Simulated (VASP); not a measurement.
Here is a VASP 6.6.1 calculation.

File INCAR:

```
SYSTEM = KI
PREC     = Accurate       ! precision mode
ENCUT    = 520            ! plane-wave cutoff, eV
EDIFF    = 1E-6           ! SCF threshold, eV
ISMEAR   = 0              ! smearing method
SIGMA    = 0.05           ! smearing width, eV
LREAL    = .False.        ! projectors in reciprocal space
LASPH    = .True.         ! aspherical terms in the spheres
NELM     = 60             ! most SCF steps
ALGO     = Normal         ! electronic algorithm
ISIF     = 2              ! what is computed and relaxed
LWAVE    = .False.        ! write WAVECAR
LCHARG   = .False.        ! write CHGCAR
GGA      = CA             ! functional
NBANDS   = 15             ! bands
```

The input KPOINTS:

```
Automatic mesh
0
Gamma
  6 6 6
  0 0 0
```

POSCAR

```
KI
1.0
    0.0000000000      3.6302865000      3.5245500000
    3.5245500000      0.0000000000      3.5245500000
    3.5245500000      3.6302865000      0.0000000000
K I
1 1
Direct
    0.0000000000      0.0000000000      0.0000000000
    0.5000000000      0.5000000000      0.5000000000
```

Potentials or basis: VASP PAW LDA potentials, release 64 (K_sv, I).

Launch:

```console
$ cat potpaw_LDA.64/K_sv/POTCAR potpaw_LDA.64/I/POTCAR > POTCAR
$ mpirun -np 1 vasp_std > vasp.out
```

(1) Predict the band gap on the k mesh.

(2) What does it give for the pressure?

Answers

(1) 3.56 eV, direct.

(2) -1.5 GPa.

Caveat: the cell differs from its parent crystal (strain +0.0300 x Voigt [0, 1, 0, 0, 0, 0]); spin-orbit coupling is left out, which moves the levels of the heavy elements.
